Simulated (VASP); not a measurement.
# CrAgC4N4 (P-43m) in VASP: notebook

Runs on CrAgC4N4. Level: PBE. Tasks: single point.

Program: VASP 6.6.1. These are calculated values, not measurements. Logs are shortened: lines on timing, memory, paths and dates and some standing lists are left out, and cuts for length are marked.

### Step 1. The cell of the first run

The structure is cubic, space group P-43m (No. 215). The conventional cell has a = 6.030 Å, b = 6.030 Å, c = 6.030 Å, α = 90.00°, β = 90.00°, γ = 90.00°. Cr (site symmetry -43m) has 4 N at 2.03 Å within 2.7 Å. Ag (site symmetry -43m) has 4 C at 2.02 Å within 2.7 Å. C (site symmetry 3m) has 1 N at 1.17 Å within 1.6 Å. Within 1.6 Å of N (site symmetry 3m) lie 1 C at 1.17 Å.

### Step 2. Single point, PBE, collinear spin, ferromagnetic start

File INCAR:

```
ALGO = Normal
EDIFF = 1E-6
ENCUT = 520
GGA = PE
ISIF = 2
ISMEAR = 0
ISPIN = 2
LASPH = T
LCHARG = T
LELF = T
LMAXMIX = 4
LORBIT = 11
LREAL = F
LVHAR = T
LWAVE = F
MAGMOM = 3 0 0 0 0 0 0 0 0 0
NBANDS = 44
NELM = 150
PREC = Accurate
SIGMA = 0.1
```

File KPOINTS:

```
k-points
0
Gamma
  4 4 4
```

File POSCAR:

```
CrAgC4N4
1.0
    6.0298462100      0.0000000000      0.0000000000
    0.0000000000      6.0298462100      0.0000000000
    0.0000000000      0.0000000000      6.0298462100
Cr Ag C N
1 1 4 4
Direct
    0.5000000000      0.5000000000      0.5000000000
    0.0000000000      0.0000000000      0.0000000000
    0.1936039800      0.1936039800      0.1936039800
    0.1936039800      0.8063960200      0.8063960200
    0.8063960200      0.1936039800      0.8063960200
    0.8063960200      0.8063960200      0.1936039800
    0.3056300300      0.3056300300      0.3056300300
    0.3056300300      0.6943699700      0.6943699700
    0.6943699700      0.3056300300      0.6943699700
    0.6943699700      0.6943699700      0.3056300300
```

Potentials or basis: VASP PAW PBE potentials, release 64 (Cr_pv, Ag, C, N).

The run is started by

```bash
cat potpaw_PBE.64/Cr_pv/POTCAR potpaw_PBE.64/Ag/POTCAR potpaw_PBE.64/C/POTCAR potpaw_PBE.64/N/POTCAR > POTCAR
mpirun -np 1 vasp_std > vasp.out
```

OUTCAR:

```text
EDIFF = 1E-6
   ENCUT = 520
   GGA = PE
   ISIF = 2
   ISMEAR = 0
   ISPIN = 2
   LASPH = T
   LORBIT = 11
   LREAL = F
   NELM = 150
   PREC = Accurate

 ion  position               nearest neighbor table
   1  0.500  0.500  0.500-   7 2.03   8 2.03   9 2.03  10 2.03
   2  0.000  0.000  0.000-   3 2.02   4 2.02   5 2.02   6 2.02
   3  0.194  0.194  0.194-   7 1.17   2 2.02
   4  0.194  0.806  0.806-   8 1.17   2 2.02
   5  0.806  0.194  0.806-   9 1.17   2 2.02
   6  0.806  0.806  0.194-  10 1.17   2 2.02
   7  0.306  0.306  0.306-   3 1.17   1 2.03
   8  0.306  0.694  0.694-   4 1.17   1 2.03
   9  0.694  0.306  0.694-   5 1.17   1 2.03
  10  0.694  0.694  0.306-   6 1.17   1 2.03

  LATTYP: Found a simple cubic cell.
 ALAT       =     6.0298462100

  Lattice vectors:

 A1 = (   6.0298462100,   0.0000000000,   0.0000000000)
 A2 = (   0.0000000000,   6.0298462100,   0.0000000000)
 A3 = (   0.0000000000,   0.0000000000,   6.0298462100)

Analysis of symmetry for initial positions (statically):
=====================================================================
 Subroutine PRICEL returns:
 Original cell was already a primitive cell.

 Routine SETGRP: Setting up the symmetry group for a
 simple cubic supercell.

 Subroutine GETGRP returns: Found 24 space group operations
 (whereof 24 operations were pure point group operations)
 out of a pool of 48 trial point group operations.

The static configuration has the point symmetry T_d .

Analysis of symmetry for dynamics (positions and initial velocities):
=====================================================================
 Subroutine PRICEL returns:
 Original cell was already a primitive cell.

 Routine SETGRP: Setting up the symmetry group for a
 simple cubic supercell.

 Subroutine GETGRP returns: Found 24 space group operations
 (whereof 24 operations were pure point group operations)
 out of a pool of 48 trial point group operations.

The dynamic configuration has the point symmetry T_d .

Analysis of structural, dynamic, and magnetic symmetry:
=====================================================================
 Subroutine PRICEL returns:
 Original cell was already a primitive cell.

 Routine SETGRP: Setting up the symmetry group for a
 simple cubic supercell.

 Subroutine GETGRP returns: Found 24 space group operations
 (whereof 24 operations were pure point group operations)
 out of a pool of 48 trial point group operations.

The overall configuration has the point symmetry T_d .

 Subroutine INISYM returns: Found 24 space group operations
 (whereof 24 operations are pure point group operations),
 and found     1 'primitive' translations

----------------------------------------------------------------------------------------

                                     Primitive cell

  volume of cell :     219.2395

  direct lattice vectors                    reciprocal lattice vectors
     6.029846210  0.000000000  0.000000000     0.165841709  0.000000000  0.000000000
     0.000000000  6.029846210  0.000000000     0.000000000  0.165841709  0.000000000
     0.000000000  0.000000000  6.029846210     0.000000000  0.000000000  0.165841709

  length of vectors
     6.029846210  6.029846210  6.029846210     0.165841709  0.165841709  0.165841709

  position of ions in fractional coordinates (direct lattice)
     0.500000000  0.500000000  0.500000000
     0.000000000  0.000000000  0.000000000
     0.193603980  0.193603980  0.193603980
     0.193603980  0.806396020  0.806396020
     0.806396020  0.193603980  0.806396020
     0.806396020  0.806396020  0.193603980
     0.305630030  0.305630030  0.305630030
     0.305630030  0.694369970  0.694369970
     0.694369970  0.305630030  0.694369970
     0.694369970  0.694369970  0.305630030

  ion indices of the primitive-cell ions
   primitive index   ion index
                 1           1
                 2           2
                 3           3
                 4           4
                 5           5
                 6           6
                 7           7
                 8           8
[... 49 lines left out ...]
 SYSTEM =  unknown system
   PREC   = accura    normal or accurate (medium, high low for compatibility)
   ISTART =      0    job   : 0-new  1-cont  2-samecut
   ICHARG =      2    charge: 1-file 2-atom 10-const
   ISPIN  =      2    spin polarized calculation?
   LNONCOLLINEAR =      F non collinear calculations
   LSORBIT =      F    spin-orbit coupling
   LASPH  =      T    aspherical Exc in radial PAW
   ENCUT  =  520.0 eV  38.22 Ry    6.18 a.u.  11.21 11.21 11.21*2*pi/ulx,y,z
   NELM   =    150;   NELMIN=  2; NELMDL= -5     # of ELM steps
   EDIFF  = 0.1E-05   stopping-criterion for ELM
   LREAL  =      F    real-space projection
   EDIFFG = 0.1E-04   stopping-criterion for IOM
   NSW    =      0    number of steps for IOM
   IBRION =     -1    ionic relax: 0-MD 1-quasi-New 2-CG
   NFREE  =      0    steps in history (QN), initial steepest desc. (CG)
   ISIF   =      2    stress and relaxation
   ISYM   =      2    0-nonsym 1-usesym 2-fastsym
   POTIM  = 0.5000    time-step for ionic-motion
   TEBEG  =    0.0;   TEEND  =   0.0 temperature during run
   PSTRESS=    0.0 pullay stress
   NELECT =      59.0000    total number of electrons
   NUPDOWN=      -1.0000    fix difference up-down
   EMIN   =  10.00;   EMAX   =-10.00  energy-range for DOS
   EFERMI =   0.00;   METHOD = LEGACY
   ISMEAR =     0;   SIGMA  =   0.10  broadening in eV -4-tet -1-fermi 0-gaus
   EFERMI_NEDOS =   21; number of points for ismear=-14 and -15
   IALGO  =     38    algorithm
   IMIX   =      4    mixing-type and parameters
     AMIX     =   0.40;   BMIX     =  1.00
     AMIX_MAG =   1.60;   BMIX_MAG =  1.00
  volume/ion in A,a.u.               =      21.92       147.95
  Fermi-wavevector in a.u.,A,eV,Ry     =   1.056946  1.997337 15.199528  1.117134
  Thomas-Fermi vector in A             =   2.192200
   LORBIT       =     11    0 simple, 1 ext, 2 COOP (PROOUT), +10 PAW based schemes
   GGA     = PE    functional components
   LHFCALC =     F    Hartree Fock is set to
   AEXX    =    0.0000 exact exchange contribution
   IVDW    =     0    specifies the selected vdW correction
   LEPSILON=     F    determine dielectric tensor
   LRPA    =     F    only Hartree local field effects (RPA)
 spin polarized calculation
 Gauss-broadening in eV      SIGMA  =   0.10
  energy-cutoff  :      520.00
  volume of cell :      219.24
 maximum number of plane-waves:      5940
 NGX is ok and might be reduce to    48
   NGX = 23   NGY = 23   NGZ = 23

 number of electron      58.9999982 magnetization       2.9997873

 Free energy of the ion-electron system (eV)
  ---------------------------------------------------
  ext. energy  EPLUGINS =         0.00000000
  ---------------------------------------------------
  free energy    TOTEN  =       -76.55247874 eV

  energy without entropy =      -76.50855874  energy(sigma->0) =      -76.53051874

 E-fermi :  -1.1682     XC(G=0):  -7.0465

 val. band max:       -1.1698891275   @ k =   0.2500   0.2500   0.0000
 cond. band min:      -1.1618133211   @ k =   0.2500   0.2500   0.0000
 fundamental gap:      0.0080758064
 Fermi energy:        -1.1681867696

 spin component 1

 k-point     1 :       0.0000    0.0000    0.0000
  band No.  band energies     occupation
      1     -45.9891      1.00000
      2     -45.9891      1.00000
      3     -45.9891      1.00000
      4     -18.6186      1.00000
      5     -18.5219      1.00000
      6     -18.5219      1.00000
[... 429 lines left out ...]
     40       4.3233      0.00000
     41       4.3233      0.00000
 Fermi energy:        -1.1681867696

 spin component 2

 k-point     1 :       0.0000    0.0000    0.0000
  band No.  band energies     occupation
      1     -42.8670      1.00000
      2     -42.8670      1.00000
      3     -42.8670      1.00000
      4     -18.6375      1.00000
      5     -18.5432      1.00000
      6     -18.5432      1.00000
[... 429 lines left out ...]
     40       4.4520      0.00000
     41       4.4520      0.00000
 [bands above 41 left out]

------------------------ aborting loop because EDIFF is reached ----------------------------------------

  FORCE on cell =-STRESS in cart. coord.  units (eV):
  Direction    XX          YY          ZZ          XY          YZ          ZX
  --------------------------------------------------------------------------------------
  -------------------------------------------------------------------------------------
  Total        2.1758489      2.1758489      2.1758489      0.0000000     -0.0000000     -0.0000000
  in kB       15.9008598     15.9008598     15.9008598      0.0000000     -0.0000000     -0.0000000
  external PRESSURE =      15.9008598 kB  Pullay stress =       0.0000000 kB

 VOLUME and BASIS-vectors are now :
 -----------------------------------------------------------------------------
  energy-cutoff  :      520.00
  volume of cell :      219.24
      direct lattice vectors                 reciprocal lattice vectors
     6.029846210  0.000000000  0.000000000     0.165841709  0.000000000  0.000000000
     0.000000000  6.029846210  0.000000000     0.000000000  0.165841709  0.000000000
     0.000000000  0.000000000  6.029846210     0.000000000  0.000000000  0.165841709

 POSITION                                       TOTAL-FORCE (eV/Angst)
 -----------------------------------------------------------------------------------
      3.01492      3.01492      3.01492        -0.000000     -0.000000     -0.000000
      0.00000      0.00000      0.00000        -0.000000     -0.000000     -0.000000
      1.16740      1.16740      1.16740         0.039516      0.039516      0.039516
      1.16740      4.86244      4.86244         0.039516     -0.039516     -0.039516
      4.86244      1.16740      4.86244        -0.039516      0.039516     -0.039516
      4.86244      4.86244      1.16740        -0.039516     -0.039516      0.039516
      1.84290      1.84290      1.84290         1.324165      1.324165      1.324165
      1.84290      4.18694      4.18694         1.324165     -1.324165     -1.324165
      4.18694      1.84290      4.18694        -1.324165      1.324165     -1.324165
      4.18694      4.18694      1.84290        -1.324165     -1.324165      1.324165
 -----------------------------------------------------------------------------------
    total drift:                                0.000000      0.000000     -0.000000

  FREE ENERGIE OF THE ION-ELECTRON SYSTEM (eV)
  ---------------------------------------------------
  free  energy   TOTEN  =       -76.5524787426 eV

  energy  without entropy=      -76.5085587387  energy(sigma->0) =      -76.53051874

 total charge

# of ion       s       p       d       tot
------------------------------------------
    1        0.268   6.248   3.919  10.435
    2        0.490   0.728   9.012  10.230
    3        0.975   1.578   0.000   2.553
    4        0.975   1.578   0.000   2.553
    5        0.975   1.578   0.000   2.553
    6        0.975   1.578   0.000   2.553
    7        1.301   2.610   0.000   3.911
    8        1.301   2.610   0.000   3.911
    9        1.301   2.610   0.000   3.911
   10        1.301   2.610   0.000   3.911
--------------------------------------------------
tot          9.863  23.727  12.930  46.520

 magnetization (x)

# of ion       s       p       d       tot
------------------------------------------
    1        0.023   0.036   2.916   2.976
    2       -0.001  -0.032  -0.068  -0.102
    3        0.002   0.017   0.000   0.020
    4        0.002   0.017   0.000   0.020
    5        0.002   0.017   0.000   0.020
    6        0.002   0.017   0.000   0.020
    7       -0.002  -0.049   0.000  -0.051
    8       -0.002  -0.049   0.000  -0.051
    9       -0.002  -0.049   0.000  -0.051
   10       -0.002  -0.049   0.000  -0.051
--------------------------------------------------
tot          0.024  -0.123   2.848   2.749
```

It took 5.9 min on 1 thread of Oxide Virtual Turin-like, shared host; peak memory 0.46 GiB.

What came out:

```
Free energy                                           : -76.5525 eV
Pressure                                              : 1.6 GPa
Largest force                                         : 2.294 eV/Å
Band gap on the k mesh                                : zero (filled and empty bands overlap)
Net moment                                            : 3.00 μB per cell
Site moments                                          : Cr +2.98; Ag -0.10; C +0.02; N -0.05 μB
Valence electrons inside the program's atomic spheres : Cr 10.44; Ag 10.23; C 2.55; N 3.91
```

Forces in eV/Å, atoms in the order of the input:
```
Cr   0.000  0.000  0.000
Ag   0.000  0.000  0.000
C    0.040  0.040  0.040
C    0.040 -0.040 -0.040
C   -0.040  0.040 -0.040
C   -0.040 -0.040  0.040
N    1.324  1.324  1.324
N    1.324 -1.324 -1.324
N   -1.324  1.324 -1.324
N   -1.324 -1.324  1.324
```

Levels at points of the mesh, in eV from the Fermi level:
Spin up:
```csv
k point,band 27,band 28,band 29,band 30,band 31,band 32,band 33,band 34,band 35,band 36
"(0.00, 0.00, 0.00)",-1.17,-0.88,-0.88,-0.88,-0.15,-0.15,-0.15,4.59,4.59,4.59
"(0.50, 0.00, 0.00)",-1.24,-1.09,-1.09,-0.56,-0.04,0.23,0.23,4.50,4.50,4.82
"(0.50, 0.50, 0.00)",-1.21,-1.04,-1.04,-0.59,-0.05,0.19,0.19,4.78,4.78,4.81
"(0.50, 0.50, 0.50)",-1.09,-0.84,-0.84,-0.84,-0.11,-0.11,-0.11,4.88,4.88,4.88
```
Spin down:
```tsv
k point	band 26	band 27	band 28	band 29	band 30	band 31
(0.00, 0.00, 0.00)	-0.93	-0.93	-0.93	1.63	1.63	1.82
(0.50, 0.00, 0.00)	-1.01	-0.89	-0.89	1.63	1.64	1.97
(0.50, 0.50, 0.00)	-0.97	-0.87	-0.87	1.61	1.66	1.97
(0.50, 0.50, 0.50)	-0.89	-0.89	-0.89	1.66	1.66	1.93
```

Caveat: a cell with one magnetic atom can't hold antiferromagnetic order, which such compounds often take; forces of over 1 eV/Å act on the atoms, so gaps and moduli don't describe the material at rest. With open d or f shells a metallic result of PBE can be an artefact of self-interaction; +U or a hybrid may open a gap.

### Step 3. Single point, PBE, collinear spin, ferromagnetic start

This run uses another cell than the first one, of 22.11 Å³/atom, 1.008 times its volume.

File INCAR:

```
SYSTEM = CrAgC4N4
  ALGO = Normal
  EDIFF = 1E-6
  ENCUT = 520
  GGA = PE
  ISIF = 2
  ISMEAR = 0
  ISPIN = 2
  LASPH = .True.
  LCHARG = .False.
  LMAXMIX = 4
  LORBIT = 11
  LREAL = .False.
  LWAVE = .False.
  MAGMOM = 3 0 0 0 0 0 0 0 0 0
  NBANDS = 44
  NELM = 150
  PREC = Accurate
  SIGMA = 0.1
```

File KPOINTS:

```
k-points
0
Gamma
  4 4 4
  0 0 0
```

File POSCAR:

```
CrAgC4N4
1.0
    6.0468660819      0.0000000000      0.0000000000
    0.0000000000      6.0468660819      0.0000000000
    0.0000000000      0.0000000000      6.0468660819
Cr Ag C N
1 1 4 4
Direct
    0.5000000000      0.5000000000      0.5000000000
    0.0000000000      0.0000000000      0.0000000000
    0.2047552721      0.2047552721      0.2047552721
    0.2047552721      0.7952447279      0.7952447279
    0.7952447279      0.2047552721      0.7952447279
    0.7952447279      0.7952447279      0.2047552721
    0.3174694772      0.3174694772      0.3174694772
    0.3174694772      0.6825305228      0.6825305228
    0.6825305228      0.3174694772      0.6825305228
    0.6825305228      0.6825305228      0.3174694772
```

Potentials or basis: VASP PAW PBE potentials, release 64 (Cr_pv, Ag, C, N).

The run is started by

```bash
cat potpaw_PBE.64/Cr_pv/POTCAR potpaw_PBE.64/Ag/POTCAR potpaw_PBE.64/C/POTCAR potpaw_PBE.64/N/POTCAR > POTCAR
mpirun -np 1 vasp_std > vasp.out
```

Wall time 4.9 min (1 thread of Oxide Virtual Turin-like, shared host); peak memory 0.46 GiB.

Results (log left out):

* Free energy: -77.1555 eV
* Pressure: 0.4 GPa
* Largest force: 0.277 eV/Å
* Band gap on the k mesh: zero (filled and empty bands overlap)
* Net moment: 3.00 μB per cell
* Site moments: Cr +2.67; Ag -0.03; C +0.05; N -0.05 μB
* Valence electrons inside the program's atomic spheres: Cr 10.74; Ag 9.96; C 2.51; N 3.92

Forces on the atoms (eV/Å):
```
Cr   0.000  0.000  0.000
Ag   0.000  0.000  0.000
C   -0.149 -0.149 -0.149
C   -0.149  0.149  0.149
C    0.149 -0.149  0.149
C    0.149  0.149 -0.149
N    0.160  0.160  0.160
N    0.160 -0.160 -0.160
N   -0.160  0.160 -0.160
N   -0.160 -0.160  0.160
```

Levels at points of the mesh, in eV from the Fermi level:
Spin up:
| k point | band 27 | band 28 | band 29 | band 30 | band 31 | band 32 | band 33 | band 34 | band 35 | band 36 |
| --- | --- | --- | --- | --- | --- | --- | --- | --- | --- | --- |
| (0.00, 0.00, 0.00) | -1.36 | -1.31 | -1.31 | -1.31 | -0.14 | -0.14 | -0.14 | 4.17 | 4.17 | 4.17 |
| (0.50, 0.00, 0.00) | -1.45 | -1.45 | -1.44 | -0.93 | 0.00 | 0.18 | 0.18 | 4.02 | 4.02 | 4.27 |
| (0.50, 0.50, 0.00) | -1.44 | -1.44 | -1.39 | -0.97 | -0.03 | 0.16 | 0.16 | 4.16 | 4.16 | 4.32 |
| (0.50, 0.50, 0.50) | -1.29 | -1.29 | -1.26 | -1.26 | -0.09 | -0.09 | -0.09 | 4.32 | 4.32 | 4.32 |
Spin down:
| k point | band 26 | band 27 | band 28 | band 29 | band 30 | band 31 |
| --- | --- | --- | --- | --- | --- | --- |
| (0.00, 0.00, 0.00) | -1.30 | -1.30 | -1.30 | 1.07 | 1.07 | 1.42 |
| (0.50, 0.00, 0.00) | -1.41 | -1.29 | -1.29 | 1.08 | 1.08 | 1.61 |
| (0.50, 0.50, 0.00) | -1.32 | -1.29 | -1.29 | 1.08 | 1.09 | 1.58 |
| (0.50, 0.50, 0.50) | -1.27 | -1.27 | -1.27 | 1.13 | 1.13 | 1.53 |

Caveat: a cell with one magnetic atom can't hold antiferromagnetic order, which such compounds often take. With open d or f shells a metallic result of PBE can be an artefact of self-interaction; +U or a hybrid may open a gap.
